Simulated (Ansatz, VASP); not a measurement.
**HfO2 in VASP and in Ansatz**

```xyz
6
Lattice="3.5580 0.0000 0.0000 0.0000 3.5580 0.0000 0.0000 0.0000 5.1719" Properties=species:S:1:pos:R:3 pbc="T T T"
Hf    1.7790    1.7790    2.5859
Hf    0.0000    0.0000    0.0000
O     0.0000    1.7790    3.6059
O     1.7790    0.0000    4.1519
O     1.7790    0.0000    1.5660
O     0.0000    1.7790    1.0199
```

Alike in both runs: task single point; functional PBE; dispersion D3(BJ); k mesh 6 × 6 × 4; no spin polarisation.

|  | VASP | Ansatz |
| --- | --- | --- |
| version | VASP 6.6.1 | Ansatz 0.2.0 |
| potentials or method | VASP PAW PBE potentials, release 64 (Hf_pv, O), cutoff 520 eV | plane waves, PAW |
| occupations | gaussian, width 0.01 eV | fixed |
| valence electrons in the cell | 44 | 76 |

```tsv
	VASP	Ansatz	Ansatz less VASP
pressure (GPa)	2.9	6.3	+3.47
traceless stress, the component that is largest in VASP (GPa)	-0.51	-0.60	-0.086
```

VASP's potentials hold 44 valence electrons a cell and Ansatz's 76, so a difference there can come from the potentials and not from the codes.

Spin-orbit coupling is off throughout.
